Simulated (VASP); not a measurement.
# CuRu4 (P-3m1) in VASP: single point with PBE

Aim: the single point of CuRu4 with PBE.

All numbers are computed with VASP 6.6.1; they aren't measurements. Logs are shortened: lines on timing, memory, paths and dates and some standing lists are left out, and cuts for length are marked.

## 1. The cell of the first run

The structure is trigonal, space group P-3m1 (No. 164). The conventional cell has a = 2.701 Å, b = 2.701 Å, c = 10.752 Å, α = 90.00°, β = 90.00°, γ = 120.00°. Within 3.5 Å of Cu (site symmetry -3m) lie 6 Ru at 2.69 Å and 6 Cu at 2.70 Å. Ru (site symmetry 3m) has 9 Ru at 2.63 to 2.70 Å and 3 Cu at 2.69 Å within 3.5 Å. Within 3.5 Å of Ru (site symmetry 3m) lie 12 Ru at 2.63 to 2.70 Å.

The cell was built from a structure type or drawn by symmetry, and may not be a known phase.

## 2. Single point, PBE

Contents of INCAR:

```
SYSTEM = CuRu4
ALGO = Fast ; EDIFF = 1E-7
ENCUT = 520 ; GGA = PE
ISIF = 2 ; ISMEAR = 0
LASPH = .True. ; LCHARG = .False.
LREAL = .False. ; LWAVE = .False.
NBANDS = 42 ; NELM = 100
PREC = Accurate ; SIGMA = 0.1
```

Contents of KPOINTS:

```
k-points
0
Gamma
  18 18 4
  0 0 0
```

Contents of POSCAR:

```
CuRu4
1.0
    2.7013236141      0.0000000000      0.0000000000
   -1.3506618070      2.3394148736      0.0000000000
    0.0000000000      0.0000000000     10.7519179725
Cu Ru
1 4
Direct
    0.0000000000      0.0000000000      0.0000000000
    0.3333333333      0.6666666667      0.7966853374
    0.3333333333      0.6666666667      0.4008019869
    0.6666666667      0.3333333333      0.2033146626
    0.6666666667      0.3333333333      0.5991980131
```

Potentials or basis: VASP PAW PBE potentials, release 64 (Cu, Ru_pv).

The run is started by

```console
cat potpaw_PBE.64/Cu/POTCAR potpaw_PBE.64/Ru_pv/POTCAR > POTCAR
mpirun -np 1 vasp_std > vasp.out
```

OUTCAR:

```text
SYSTEM = CuRu4
   EDIFF = 1E-7
   ENCUT = 520
   GGA = PE
   ISIF = 2
   ISMEAR = 0
   LASPH = .True.
   LREAL = .False.
   NELM = 100
   PREC = Accurate

 ion  position               nearest neighbor table
   1  0.000  0.000  0.000-   2 2.69   4 2.69   2 2.69   4 2.69   4 2.69   2 2.69
   2  0.333  0.667  0.797-   5 2.63   5 2.63   5 2.63   1 2.69   1 2.69   1 2.69
   3  0.333  0.667  0.401-   4 2.63   4 2.63   4 2.63   5 2.64   5 2.64   5 2.64
   4  0.667  0.333  0.203-   3 2.63   3 2.63   3 2.63   1 2.69   1 2.69   1 2.69
   5  0.667  0.333  0.599-   2 2.63   2 2.63   2 2.63   3 2.64   3 2.64   3 2.64

  LATTYP: Found a hexagonal cell.
 ALAT       =     2.7013236141
 C/A-ratio  =     3.9802406185

  Lattice vectors:

 A1 = (   2.7013236141,   0.0000000000,   0.0000000000)
 A2 = (  -1.3506618070,   2.3394148736,   0.0000000000)
 A3 = (   0.0000000000,   0.0000000000,  10.7519179725)

Analysis of symmetry for initial positions (statically):
=====================================================================
 Subroutine PRICEL returns:
 Original cell was already a primitive cell.

 Routine SETGRP: Setting up the symmetry group for a
 hexagonal supercell.

 Subroutine GETGRP returns: Found 12 space group operations
 (whereof 12 operations were pure point group operations)
 out of a pool of 24 trial point group operations.

The static configuration has the point symmetry D_3d.

Analysis of symmetry for dynamics (positions and initial velocities):
=====================================================================
 Subroutine PRICEL returns:
 Original cell was already a primitive cell.

 Routine SETGRP: Setting up the symmetry group for a
 hexagonal supercell.

 Subroutine GETGRP returns: Found 12 space group operations
 (whereof 12 operations were pure point group operations)
 out of a pool of 24 trial point group operations.

The dynamic configuration has the point symmetry D_3d.

 Subroutine INISYM returns: Found 12 space group operations
 (whereof 12 operations are pure point group operations),
 and found     1 'primitive' translations

----------------------------------------------------------------------------------------

                                     Primitive cell

[... 88 lines left out ...]
   ISTART =      0    job   : 0-new  1-cont  2-samecut
   ICHARG =      2    charge: 1-file 2-atom 10-const
   ISPIN  =      1    spin polarized calculation?
   LNONCOLLINEAR =      F non collinear calculations
   LSORBIT =      F    spin-orbit coupling
   LASPH  =      T    aspherical Exc in radial PAW
   ENCUT  =  520.0 eV  38.22 Ry    6.18 a.u.   5.02  5.02 19.99*2*pi/ulx,y,z
   NELM   =    100;   NELMIN=  2; NELMDL= -5     # of ELM steps
   EDIFF  = 0.1E-06   stopping-criterion for ELM
   LREAL  =      F    real-space projection
   EDIFFG = 0.1E-05   stopping-criterion for IOM
   NSW    =      0    number of steps for IOM
   IBRION =     -1    ionic relax: 0-MD 1-quasi-New 2-CG
   NFREE  =      0    steps in history (QN), initial steepest desc. (CG)
   ISIF   =      2    stress and relaxation
   ISYM   =      2    0-nonsym 1-usesym 2-fastsym
   POTIM  = 0.5000    time-step for ionic-motion
   TEBEG  =    0.0;   TEEND  =   0.0 temperature during run
   PSTRESS=    0.0 pullay stress
   NELECT =      67.0000    total number of electrons
   NUPDOWN=      -1.0000    fix difference up-down
   EMIN   =  10.00;   EMAX   =-10.00  energy-range for DOS
   EFERMI =   0.00;   METHOD = LEGACY
   ISMEAR =     0;   SIGMA  =   0.10  broadening in eV -4-tet -1-fermi 0-gaus
   EFERMI_NEDOS =   21; number of points for ismear=-14 and -15
   IALGO  =     68    algorithm
   IMIX   =      4    mixing-type and parameters
     AMIX     =   0.40;   BMIX     =  1.00
     AMIX_MAG =   1.60;   BMIX_MAG =  1.00
  volume/ion in A,a.u.               =      13.59        91.71
  Fermi-wavevector in a.u.,A,eV,Ry     =   1.629458  3.079229 36.125282  2.655133
  Thomas-Fermi vector in A             =   2.721921
   LORBIT       =      0    0 simple, 1 ext, 2 COOP (PROOUT), +10 PAW based schemes
   GGA     = PE    functional components
   LHFCALC =     F    Hartree Fock is set to
   AEXX    =    0.0000 exact exchange contribution
   IVDW    =     0    specifies the selected vdW correction
   LEPSILON=     F    determine dielectric tensor
   LRPA    =     F    only Hartree local field effects (RPA)
 non-spin polarized calculation
 RMM-DIIS sequential band-by-band and
 Gauss-broadening in eV      SIGMA  =   0.10
  energy-cutoff  :      520.00
  volume of cell :       67.95
 maximum number of plane-waves:      1860
   NGX =  9   NGY =  9   NGZ = 39

 number of electron      67.0000029 magnetization

 Free energy of the ion-electron system (eV)
  ---------------------------------------------------
  ext. energy  EPLUGINS =         0.00000000
  ---------------------------------------------------
  free energy    TOTEN  =       -40.13937964 eV

  energy without entropy =      -40.11009657  energy(sigma->0) =      -40.12473811

 E-fermi :  11.4131     XC(G=0): -13.6905

 val. band max:       11.4081520561   @ k =   0.3333   0.0556   0.5000
 cond. band min:      11.4135068219   @ k =   0.1667   0.0556   0.2500
 fundamental gap:      0.0053547658
 Fermi energy:        11.4130694610

 k-point     1 :       0.0000    0.0000    0.0000
  band No.  band energies     occupation
      1     -32.1799      2.00000
      2     -31.7648      2.00000
      3     -31.3656      2.00000
      4     -31.3656      2.00000
      5     -31.3265      2.00000
      6     -31.2801      2.00000
[... 1069 lines left out ...]
     41      16.4040      0.00000
     42      17.8825      0.00000

 [... further k-points ...]
[... 5 lines left out ...]
  --------------------------------------------------------------------------------------
  -------------------------------------------------------------------------------------
  Total        0.0275649      0.0275649      0.0585012      0.0000000     -0.0000000      0.0000000
  in kB        0.6499758      0.6499758      1.3794477      0.0000000     -0.0000000      0.0000000
  external PRESSURE =       0.8931331 kB  Pullay stress =       0.0000000 kB

 VOLUME and BASIS-vectors are now :
 -----------------------------------------------------------------------------
  energy-cutoff  :      520.00
  volume of cell :       67.95
      direct lattice vectors                 reciprocal lattice vectors
     2.701323614  0.000000000  0.000000000     0.370188894  0.213728657  0.000000000
    -1.350661807  2.339414874  0.000000000     0.000000000  0.427457315  0.000000000
     0.000000000  0.000000000 10.751917972     0.000000000  0.000000000  0.093006662

 POSITION                                       TOTAL-FORCE (eV/Angst)
 -----------------------------------------------------------------------------------
      0.00000      0.00000      0.00000        -0.000000      0.000000      0.000000
     -0.00000      1.55961      8.56590        -0.000000     -0.000000     -0.012374
     -0.00000      1.55961      4.30939         0.000000      0.000000     -0.000922
      1.35066      0.77980      2.18602         0.000000      0.000000      0.012374
      1.35066      0.77980      6.44253         0.000000      0.000000      0.000922
 -----------------------------------------------------------------------------------
    total drift:                                0.000000     -0.000000      0.000000

  FREE ENERGIE OF THE ION-ELECTRON SYSTEM (eV)
  ---------------------------------------------------
  free  energy   TOTEN  =       -40.1393796437 eV

  energy  without entropy=      -40.1100965692  energy(sigma->0) =      -40.12473811
```

stdout:

```text
POSCAR found type information on POSCAR CuRu
 POSCAR found :  2 types and       5 ions
 scaLAPACK will be used
 LDA part: xc-table for (Slater+PW92), standard interpolation
 POSCAR, INCAR and KPOINTS ok, starting setup
 FFT: planning ... GRIDC
 FFT: planning ... GRID_SOFT
 FFT: planning ... GRID
 WAVECAR not read
 entering main loop
```

Run time: 15 min. Hardware: 1 thread of AMD EPYC 7R43 (Zen 3), shared host; peak memory 0.37 GiB.

What came out:

| Quantity | Value |
| --- | --- |
| Free energy | -40.1394 eV |
| Pressure | 0.1 GPa |
| Largest force | 0.012 eV/Å |
| Band gap on the k mesh | zero (an odd number of electrons rules out a gap without spin polarisation) |

Forces on the atoms (eV/Å):
```
Cu   0.000  0.000  0.000
Ru   0.000  0.000 -0.012
Ru   0.000  0.000 -0.001
Ru   0.000  0.000  0.012
Ru   0.000  0.000  0.001
```

Levels at points of the mesh, in eV from the Fermi level:
| k point | band 31 | band 32 | band 33 | band 34 | band 35 | band 36 |
| --- | --- | --- | --- | --- | --- | --- |
| (0.00, 0.00, 0.00) | -1.72 | -1.72 | -0.84 | -0.84 | -0.58 | -0.20 |
| (0.50, 0.00, 0.00) | -0.08 | 0.29 | 1.40 | 1.46 | 1.56 | 1.67 |
| (0.00, 0.00, 0.50) | -2.06 | -1.78 | -1.78 | -0.88 | -0.88 | 0.15 |
| (0.50, 0.00, 0.50) | 0.23 | 1.02 | 1.27 | 1.46 | 1.66 | 1.75 |
